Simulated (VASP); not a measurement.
Write the native input for VASP 6.6.1 that does the following.

```
Task                   : single point
Functional             : r2SCAN
Potentials or basis    : VASP PAW PBE potentials, release 64 (Zn, S)
Cutoff                 : 520 eV
k mesh                 : 10 × 10 × 6
Occupations            : fermi-dirac, width 0.01 eV
Spin                   : no spin polarisation
Dipole correction      : no
Further INCAR settings : ALGO = Normal; EDIFF = 1e-06; NBANDS = 26
```

The system is ZnS.

```
CELL_PARAMETERS angstrom
3.80580 0.00000 0.00000
-1.90290 3.29592 0.00000
0.00000 0.00000 6.23798
ATOMIC_POSITIONS crystal
Zn 0.33333 0.66667 0.00014
Zn 0.66667 0.33333 0.50014
S 0.33333 0.66667 0.37486
S 0.66667 0.33333 0.87486
```

These files were run (other wordings do the same):

POSCAR

```
ZnS
1.0
    3.8057964671      0.0000000000      0.0000000000
   -1.9028982335      3.2959164221      0.0000000000
    0.0000000000      0.0000000000      6.2379816300
Zn S
2 2
Direct
    0.3333333333      0.6666666667      0.0001396800
    0.6666666667      0.3333333333      0.5001396800
    0.3333333333      0.6666666667      0.3748603200
    0.6666666667      0.3333333333      0.8748603200
```

INCAR.step1

```
  PREC = Accurate
  ENCUT = 520
  ISMEAR = -1
  SIGMA = 0.01
  LREAL = F
  LASPH = T
  NELM = 80
  NBANDS = 26
  GGA = PE
  ALGO = Normal
  EDIFF = 1E-4
  LWAVE = T
  LCHARG = F
```

INCAR.step2

```
  PREC = Accurate
  ENCUT = 520
  EDIFF = 1E-6
  ISMEAR = -1
  SIGMA = 0.01
  LREAL = F
  LASPH = T
  NELM = 80
  ALGO = Normal
  ISIF = 2
  LWAVE = F
  LCHARG = F
  METAGGA = R2SCAN
  LMIXTAU = T
  NBANDS = 26
  ISTART = 1
```

KPOINTS

```
regular mesh
0
Gamma
  10 10 6
```

Potentials or basis: VASP PAW PBE potentials, release 64 (Zn, S).

Launch:

```console
$ cat potpaw_PBE.64/Zn/POTCAR potpaw_PBE.64/S/POTCAR > POTCAR
$ cp INCAR.step1 INCAR
$ mpirun -np 1 vasp_std > vasp.out
$ cp INCAR.step2 INCAR
$ mpirun -np 1 vasp_std > vasp.out
```

It gave:

| Item | Value |
| --- | --- |
| Pressure | 0.2 GPa |
| Largest force | 0.007 eV/Å |
| Band gap on the k mesh | 2.80 eV |

Caveat: the PAW data sets were made with another functional, which shifts forces and pressure a little.

Wall time 7.9 min on 1 thread of Intel Xeon 8259CL, on a shared host, peak memory 0.26 GiB.
